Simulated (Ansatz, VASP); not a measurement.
## Hf4C: VASP beside Ansatz

```xyz
5
Lattice="-2.2846 2.2846 4.6226 2.2846 -2.2846 4.6226 2.2846 2.2846 -4.6226" Properties=species:S:1:pos:R:3 pbc="T T T"
Hf    0.0000    0.0000    2.2241
Hf    0.0000    0.0000    7.0211
Hf    0.0000    2.2846    0.0000
Hf    2.2846    0.0000    0.0000
C     0.0000    0.0000    0.0000
```

Change from the starting cell: built by hand: body-centred tetragonal vacancy-ordered rocksalt M4X (I4/mmm, No. 139).

Alike in both runs: functional PBE; k mesh 5 × 5 × 5; occupations gaussian, width 0.2 eV; no spin polarisation.

Ansatz relaxed the structure, and its values are those at the end. VASP's run is a single point on that final structure, the one shown.

|  | VASP | Ansatz |
| --- | --- | --- |
| version | VASP 6.6.1 | Ansatz 0.2.0 |
| potentials or method | VASP PAW PBE potentials, release 64 (Hf_pv, C), cutoff 600 eV | scalar-relativistic, plane waves, PAW |
| valence electrons in the cell | 44 | 108 |

|  | VASP | Ansatz | Ansatz less VASP |
| --- | --- | --- | --- |
| gap on the k mesh at the Fermi level (eV) | none | none | - |
| pressure (GPa) | -0.8 | -0.3 | +0.55 |
| rms of the force components (eV/Å) | 0.019 | 0.002 | -0.0174 |

A gap of «none» marks a metal or a gap that the smearing closes. With one functional, cell and mesh, what is left measures potentials, basis and numerics. VASP's potentials hold 44 valence electrons a cell and Ansatz's 108, so a difference there can come from the potentials and not from the codes.

The k mesh is coarse, so the values compare programs but aren't converged. Neither program's run includes spin-orbit coupling.
